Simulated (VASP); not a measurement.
# FeSi (anti NiAs type) (P6_3/mmc) in VASP: a series of runs

The runs below take FeSi (anti NiAs type) through single point, with PBEsol.

Everything below comes from runs of VASP 6.6.1. Logs are shortened: lines on timing, memory, paths and dates and some standing lists are left out, and cuts for length are marked.

### 1 The cell of the first run

Symmetry: P6_3/mmc, No. 194, hexagonal system. The conventional cell has a = 2.137 Å, b = 2.137 Å, c = 6.281 Å, α = 90.00°, β = 90.00°, γ = 120.00°. Within 2.6 Å of Si (site symmetry -3m) lie 6 Fe at 2.00 Å and 6 Si at 2.14 Å. Fe (site symmetry -6m2) has 6 Si at 2.00 Å and 6 Fe at 2.14 Å within 2.6 Å.

### 2 Single point, PBEsol, collinear spin, ferromagnetic start

INCAR

```
SYSTEM = FeSi
ALGO = Normal ; EDIFF = 1E-6
ENCUT = 520 ; GGA = PS
ISIF = 2 ; ISMEAR = -1
ISPIN = 2 ; LASPH = .TRUE.
LCHARG = .TRUE. ; LELF = .TRUE.
LMAXMIX = 4 ; LORBIT = 11
LREAL = .FALSE. ; LVHAR = .TRUE.
LWAVE = .FALSE. ; MAGMOM = 0 0 2.5 2.5
NBANDS = 24 ; NELM = 150
PREC = Accurate ; SIGMA = 0.05
```

KPOINTS

```
k-points
0
G
  13 13 8
  0 0 0
```

POSCAR

```
FeSi
1.0
    2.1371257881      0.0000000000      0.0000000000
   -1.0685628941      1.8508052235      0.0000000000
    0.0000000000      0.0000000000      6.2810252853
Si Fe
2 2
Direct
    0.0000000000      0.0000000000      0.0000000000
    0.0000000000      0.0000000000      0.5000000000
    0.3333333333      0.6666666667      0.2500000000
    0.6666666667      0.3333333333      0.7500000000
```

Potentials or basis: VASP PAW PBE potentials, release 64 (Si, Fe).

Command:

```console
> cat potpaw_PBE.64/Si/POTCAR potpaw_PBE.64/Fe/POTCAR > POTCAR
> mpirun -np 1 vasp_std > vasp.out
```

OUTCAR:

```text
SYSTEM = FeSi
   EDIFF = 1E-6
   ENCUT = 520
   GGA = PS
   ISIF = 2
   ISMEAR = -1
   ISPIN = 2
   LASPH = .TRUE.
   LORBIT = 11
   LREAL = .FALSE.
   NELM = 150
   PREC = Accurate

 ion  position               nearest neighbor table
   1  0.000  0.000  0.000-   3 2.00   4 2.00   3 2.00   4 2.00   4 2.00   3 2.00   4 2.92   3 2.92
                             3 2.92   4 2.92   3 2.92   4 2.92   2 3.14   2 3.14
   2  0.000  0.000  0.500-   3 2.00   4 2.00   3 2.00   4 2.00   4 2.00   3 2.00   4 2.92   3 2.92
                             3 2.92   4 2.92   3 2.92   4 2.92   1 3.14   1 3.14
   3  0.333  0.667  0.250-   1 2.00   2 2.00   1 2.00   2 2.00   1 2.00   2 2.00   1 2.92   2 2.92
                             1 2.92   2 2.92   1 2.92   2 2.92
   4  0.667  0.333  0.750-   1 2.00   2 2.00   1 2.00   2 2.00   1 2.00   2 2.00   1 2.92   2 2.92
                             1 2.92   2 2.92   1 2.92   2 2.92

  LATTYP: Found a hexagonal cell.
 ALAT       =     2.1371257881
 C/A-ratio  =     2.9390058930

  Lattice vectors:

 A1 = (   2.1371257881,   0.0000000000,   0.0000000000)
 A2 = (  -1.0685628941,   1.8508052235,   0.0000000000)
 A3 = (   0.0000000000,   0.0000000000,   6.2810252853)

Analysis of symmetry for initial positions (statically):
=====================================================================
 Subroutine PRICEL returns:
 Original cell was already a primitive cell.

 Routine SETGRP: Setting up the symmetry group for a
 hexagonal supercell.

 Subroutine GETGRP returns: Found 24 space group operations
 (whereof 12 operations were pure point group operations)
 out of a pool of 24 trial point group operations.

The static configuration has the point symmetry D_3d.
 The point group associated with its full space group is D_6h.

Analysis of symmetry for dynamics (positions and initial velocities):
=====================================================================
 Subroutine PRICEL returns:
 Original cell was already a primitive cell.

 Routine SETGRP: Setting up the symmetry group for a
 hexagonal supercell.

 Subroutine GETGRP returns: Found 24 space group operations
 (whereof 12 operations were pure point group operations)
 out of a pool of 24 trial point group operations.

The dynamic configuration has the point symmetry D_3d.
 The point group associated with its full space group is D_6h.

Analysis of structural, dynamic, and magnetic symmetry:
=====================================================================
 Subroutine PRICEL returns:
 Original cell was already a primitive cell.

 Routine SETGRP: Setting up the symmetry group for a
 hexagonal supercell.

 Subroutine GETGRP returns: Found 24 space group operations
 (whereof 12 operations were pure point group operations)
 out of a pool of 24 trial point group operations.

The overall configuration has the point symmetry D_3d.
 The point group associated with its full space group is D_6h.

 Subroutine INISYM returns: Found 24 space group operations
 (whereof 12 operations are pure point group operations),
 and found     1 'primitive' translations

----------------------------------------------------------------------------------------

                                     Primitive cell

  volume of cell :      24.8440

  direct lattice vectors                    reciprocal lattice vectors
     2.137125788  0.000000000  0.000000000     0.467918176  0.270152685  0.000000000
    -1.068562894  1.850805224  0.000000000     0.000000000  0.540305369  0.000000000
     0.000000000  0.000000000  6.281025285     0.000000000  0.000000000  0.159209676

  length of vectors
     2.137125788  2.137125788  6.281025285     0.540305369  0.540305369  0.159209676

  position of ions in fractional coordinates (direct lattice)
     0.000000000  0.000000000  0.000000000
     0.000000000  0.000000000  0.500000000
     0.333333333  0.666666667  0.250000000
     0.666666667  0.333333333  0.750000000

  ion indices of the primitive-cell ions
   primitive index   ion index
                 1           1
                 2           2
                 3           3
                 4           4

----------------------------------------------------------------------------------------

 KPOINTS: k-points

Automatic generation of k-mesh.
 Grid dimensions read from file:
 generate k-points for:   13   13    8

 Generating k-lattice:

  Cartesian coordinates                     Fractional coordinates (reciprocal lattice)
     0.035993706  0.020780976  0.000000000     0.076923077  0.000000000  0.000000000
     0.000000000  0.041561951  0.000000000     0.000000000  0.076923077  0.000000000
     0.000000000  0.000000000  0.019901209     0.000000000  0.000000000  0.125000000

  Length of vectors
     0.041561951  0.041561951  0.019901209

  Shift w.r.t. Gamma in fractional coordinates (k-lattice)
     0.000000000  0.000000000  0.000000000

 Subroutine IBZKPT returns following result:
 ===========================================

 Found    105 irreducible k-points:

 Following reciprocal coordinates:
            Coordinates               Weight
  0.000000  0.000000  0.000000      1.000000
  0.076923 -0.000000  0.000000      6.000000
  0.153846  0.000000  0.000000      6.000000
  0.230769 -0.000000  0.000000      6.000000
  0.307692  0.000000  0.000000      6.000000
  0.384615 -0.000000  0.000000      6.000000
[... 16 lines left out ...]
  0.076923 -0.000000  0.125000     12.000000
  0.153846  0.000000  0.125000     12.000000
 [... further k-points ...]
   k-points           NKPTS =    105   k-points in BZ     NKDIM =    105   number of bands    NBANDS=     24
   number of dos      NEDOS =    301   number of ions     NIONS =      4
   total plane-waves  NPLWV =  12288
   dimension x,y,z NGX =    16 NGY =   16 NGZ =   48
   dimension x,y,z NGXF=    32 NGYF=   32 NGZF=   96
   ions per type =               2   2
   NGX,Y,Z   is equivalent  to a cutoff of  12.45, 12.45, 12.70 a.u.
   NGXF,Y,Z  is equivalent  to a cutoff of  24.89, 24.89, 25.41 a.u.
 SYSTEM =  FeSi
   PREC   = accura    normal or accurate (medium, high low for compatibility)
   ISTART =      0    job   : 0-new  1-cont  2-samecut
   ICHARG =      2    charge: 1-file 2-atom 10-const
   ISPIN  =      2    spin polarized calculation?
   LNONCOLLINEAR =      F non collinear calculations
   LSORBIT =      F    spin-orbit coupling
   LASPH  =      T    aspherical Exc in radial PAW
   ENCUT  =  520.0 eV  38.22 Ry    6.18 a.u.   3.97  3.97 11.68*2*pi/ulx,y,z
   NELM   =    150;   NELMIN=  2; NELMDL= -5     # of ELM steps
   EDIFF  = 0.1E-05   stopping-criterion for ELM
   LREAL  =      F    real-space projection
   EDIFFG = 0.1E-04   stopping-criterion for IOM
   NSW    =      0    number of steps for IOM
   IBRION =     -1    ionic relax: 0-MD 1-quasi-New 2-CG
   NFREE  =      0    steps in history (QN), initial steepest desc. (CG)
   ISIF   =      2    stress and relaxation
   ISYM   =      2    0-nonsym 1-usesym 2-fastsym
   POTIM  = 0.5000    time-step for ionic-motion
   TEBEG  =    0.0;   TEEND  =   0.0 temperature during run
   PSTRESS=    0.0 pullay stress
   NELECT =      24.0000    total number of electrons
   NUPDOWN=      -1.0000    fix difference up-down
   EMIN   =  10.00;   EMAX   =-10.00  energy-range for DOS
   EFERMI =   0.00;   METHOD = LEGACY
   ISMEAR =    -1;   SIGMA  =   0.05  broadening in eV -4-tet -1-fermi 0-gaus
   EFERMI_NEDOS =   21; number of points for ismear=-14 and -15
   IALGO  =     38    algorithm
   IMIX   =      4    mixing-type and parameters
     AMIX     =   0.40;   BMIX     =  1.00
     AMIX_MAG =   1.60;   BMIX_MAG =  1.00
  volume/ion in A,a.u.               =       6.21        41.91
  Fermi-wavevector in a.u.,A,eV,Ry     =   1.618346  3.058231 35.634268  2.619045
  Thomas-Fermi vector in A             =   2.712624
   LORBIT       =     11    0 simple, 1 ext, 2 COOP (PROOUT), +10 PAW based schemes
   GGA     = PS    functional components
   LHFCALC =     F    Hartree Fock is set to
   AEXX    =    0.0000 exact exchange contribution
   IVDW    =     0    specifies the selected vdW correction
   LEPSILON=     F    determine dielectric tensor
   LRPA    =     F    only Hartree local field effects (RPA)
 spin polarized calculation
  energy-cutoff  :      520.00
  volume of cell :       24.84
 maximum number of plane-waves:       684
 NGX is ok and might be reduce to    16
   NGX =  7   NGY =  7   NGZ = 23

 number of electron      23.9999998 magnetization       0.0308305

 number of electron      23.9999998 magnetization      -0.0001359

 Free energy of the ion-electron system (eV)
  ---------------------------------------------------
  ext. energy  EPLUGINS =         0.00000000
  ---------------------------------------------------
  free energy    TOTEN  =       -15.63233460 eV

  energy without entropy =      -15.62024369  energy(sigma->0) =      -15.62628914

 E-fermi :  19.1132     XC(G=0): -16.0157

 val. band max:       19.0982774338   @ k =   0.3846   0.1538   0.2500
 cond. band min:      19.1225607798   @ k =   0.2308   0.0769   0.5000
 fundamental gap:      0.0242833460
 Fermi energy:        19.1131901736

 spin component 1

 k-point     1 :       0.0000    0.0000    0.0000
  band No.  band energies     occupation
      1       0.0983      1.00000
      2       2.4388      1.00000
      3       7.4878      1.00000
      4      11.5678      1.00000
      5      14.3337      1.00000
      6      14.6539      1.00000
[... 637 lines left out ...]
     23      39.7670      0.00000
     24      41.1136      0.00000

 [... further k-points ...]

 spin component 2

 k-point     1 :       0.0000    0.0000    0.0000
  band No.  band energies     occupation
      1       0.0982      1.00000
      2       2.4387      1.00000
      3       7.4878      1.00000
      4      11.5676      1.00000
      5      14.3335      1.00000
      6      14.6538      1.00000
[... 637 lines left out ...]
     23      39.7669      0.00000
     24      41.1135      0.00000

 [... further k-points ...]
[... 5 lines left out ...]
  --------------------------------------------------------------------------------------
  -------------------------------------------------------------------------------------
  Total       66.7548726     66.7548726     67.8263881     -0.0000000      0.0000000      0.0000000
  in kB     4304.9906309   4304.9906306   4374.0921682     -0.0000001      0.0000000      0.0000000
  external PRESSURE =    4328.0244766 kB  Pullay stress =       0.0000000 kB

 VOLUME and BASIS-vectors are now :
 -----------------------------------------------------------------------------
  energy-cutoff  :      520.00
  volume of cell :       24.84
      direct lattice vectors                 reciprocal lattice vectors
     2.137125788  0.000000000  0.000000000     0.467918176  0.270152685  0.000000000
    -1.068562894  1.850805224  0.000000000     0.000000000  0.540305369  0.000000000
     0.000000000  0.000000000  6.281025285     0.000000000  0.000000000  0.159209676

 POSITION                                       TOTAL-FORCE (eV/Angst)
 -----------------------------------------------------------------------------------
      0.00000      0.00000      0.00000        -0.000000      0.000000      0.000000
      0.00000      0.00000      3.14051        -0.000000      0.000000      0.000000
     -0.00000      1.23387      1.57026         0.000000      0.000000     -0.000000
      1.06856      0.61694      4.71077         0.000000      0.000000      0.000000
 -----------------------------------------------------------------------------------
    total drift:                               -0.000000      0.000000      0.000000

  FREE ENERGIE OF THE ION-ELECTRON SYSTEM (eV)
  ---------------------------------------------------
  free  energy   TOTEN  =       -15.6323345961 eV

  energy  without entropy=      -15.6202436921  energy(sigma->0) =      -15.62628914

 total charge

# of ion       s       p       d       tot
------------------------------------------
    1        0.845   1.473   0.000   2.319
    2        0.845   1.473   0.000   2.319
    3        0.857   1.433   7.702   9.993
    4        0.857   1.433   7.702   9.993
--------------------------------------------------
tot          3.405   5.813  15.404  24.623

 magnetization (x)

# of ion       s       p       d       tot
------------------------------------------
    1       -0.000   0.000   0.000   0.000
    2       -0.000   0.000   0.000   0.000
    3        0.000   0.000  -0.000  -0.000
    4        0.000   0.000  -0.000  -0.000
--------------------------------------------------
tot          0.000   0.000  -0.000  -0.000
```

Wall time 42 s (1 thread of Intel Xeon 6975P-C (Granite Rapids), shared host); peak memory 0.2 GiB.

What came out:

| Item | Value |
| --- | --- |
| Free energy | -15.6323 eV |
| Pressure | 432.8 GPa |
| Band gap on the k mesh | zero (filled and empty bands overlap) |
| Net moment | 0.00 μB per cell |

Caveat: the cell stands under pressure; the PAW data sets were made with another functional, which shifts forces and pressure a little.

### 3 Single point, PBEsol, collinear spin, ferromagnetic start

INCAR

```
  ALGO = Normal
  EDIFF = 1E-6
  ENCUT = 520
  GGA = PS
  ISIF = 2
  ISMEAR = -1
  ISPIN = 2
  LASPH = T
  LCHARG = F
  LMAXMIX = 4
  LORBIT = 11
  LREAL = F
  LWAVE = F
  MAGMOM = 0 0 2.5 2.5
  NBANDS = 24
  NELM = 150
  PREC = Accurate
  SIGMA = 0.05
```

KPOINTS

```
k-points
0
Gamma
  13 13 8
```

Changes to POSCAR since step 2:

```diff
@@ -3,4 +3,4 @@
     2.1371257881      0.0000000000      0.0000000000
-   -1.0685628941      1.8508052235      0.0000000000
-    0.0000000000      0.0000000000      6.2810252853
+   -1.0685628940      1.8508052235      0.0000000000
+    0.0000000000      0.0000000000      6.2810252854
 Si Fe
```

Potentials or basis: VASP PAW PBE potentials, release 64 (Si, Fe).

Command:

```console
> cat potpaw_PBE.64/Si/POTCAR potpaw_PBE.64/Fe/POTCAR > POTCAR
> mpirun -np 1 vasp_std > vasp.out
```

Wall time 42 s (1 thread of Intel Xeon 6975P-C (Granite Rapids), shared host); peak memory 0.2 GiB.

Results (log left out):

```
Free energy            : -15.6323 eV
Pressure               : 432.8 GPa
Band gap on the k mesh : zero (filled and empty bands overlap)
Net moment             : 0.00 μB per cell
```

Stress tensor (GPa, compression positive):
```
430.50   0.00   0.00
  0.00 430.50   0.00
  0.00   0.00 437.41
```

Levels at points of the mesh, in eV from the Fermi level:
Spin up:
| k point | band 10 | band 11 | band 12 | band 13 | band 14 | band 15 |
| --- | --- | --- | --- | --- | --- | --- |
| (0.00, 0.00, 0.00) | -2.76 | -0.43 | -0.43 | -0.08 | -0.08 | 6.14 |
| (0.00, 0.00, 0.50) | -2.78 | -0.26 | -0.26 | -0.26 | -0.26 | 8.13 |
Spin down:
```tsv
k point	band 8	band 9	band 10	band 11	band 12	band 13	band 14	band 15	band 16	band 17
(0.00, 0.00, 0.00)	-2.81	-2.76	-2.76	-0.43	-0.43	-0.08	-0.08	6.14	10.37	16.05
(0.00, 0.00, 0.50)	-2.78	-2.78	-2.78	-0.26	-0.26	-0.26	-0.26	8.13	8.13	16.70
```

Caveat: the cell stands under pressure; the PAW data sets were made with another functional, which shifts forces and pressure a little.
